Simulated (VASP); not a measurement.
Runs of VASP 6.6.1 on PbS. The structure is that of space group Fm-3m (No. 225), or close to it. The cells are those of the table. 

```tsv
cell	pressure (GPa)	largest force (eV/Å)
a = 3.790 Å, angles 62.4°, 2 atoms	27.6	0.03
a = 4.047 Å, angles 59.7°, 2 atoms	10.5	0.01
a = 3.935 Å, angles 61.5°, 2 atoms	14.9	0.02
a = 3.902 Å, angles 60.5°, 2 atoms	(b)	0.02
a = 4.015 Å, angles 58.6°, 2 atoms	(d)	0.02
a = 4.339 Å, angles 58.3°, 2 atoms	-2.2	-
a = 4.404 Å, angles 60.3°, 2 atoms	(c)	0.01
a = 4.226 Å, angles 60.0°, 2 atoms	0.0	-
a = 4.550 Å, angles 59.6°, 2 atoms	(a)	0.01
a = 4.437 Å, angles 61.2°, 2 atoms	-7.0	0.01
a = 4.517 Å, angles 58.6°, 2 atoms	-6.8	0.01
```

Alike in all rows: task single point; level r2SCAN; potentials or basis VASP PAW PBE potentials, release 64 (Pb_d, S); no spin polarisation; k mesh 9 × 9 × 9; cutoff (eV) 520; smearing gaussian 0.05 eV.

Task: Fill in the values left out.

Result: (a) -7.8; (b) 21.2; (c) -5.7; (d) 15.8.

Caveats: the PAW data sets were made with another functional, which shifts forces and pressure a little.
